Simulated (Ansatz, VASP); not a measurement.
Two plane-wave programs on Hf

```
CELL_PARAMETERS angstrom
0.00000 2.26622 2.09784
2.26622 0.00000 2.09784
2.26622 2.26622 0.00000
ATOMIC_POSITIONS crystal
Hf 0.00000 0.00000 0.00000
```

Alike in both runs: task single point; functional LDA; k mesh 20 × 20 × 20; occupations gaussian, width 0.15 eV; no spin polarisation.

|  | VASP | Ansatz |
| --- | --- | --- |
| version | VASP 6.6.1 | Ansatz 0.2.0 |
| potentials or method | VASP PAW LDA potentials, release 64 (Hf_pv), cutoff 520 eV | scalar-relativistic, plane waves, PAW |
| valence electrons in the cell | 10 | 26 |

```tsv
	VASP	Ansatz	Ansatz less VASP
gap on the k mesh at the Fermi level (eV)	none	none	-
pressure (GPa)	-4.2	-4.2	0.00
traceless stress, the component that is largest in VASP (GPa)	2.40	2.39	-0.011
```

LDA's correlation is that of Perdew and Zunger in VASP and of Perdew and Wang (1992) in Ansatz. A gap of «none» marks a metal or a gap that the smearing closes. VASP's potentials hold 10 valence electrons a cell and Ansatz's 26, so a difference there can come from the potentials and not from the codes.

Spin-orbit coupling is off throughout.
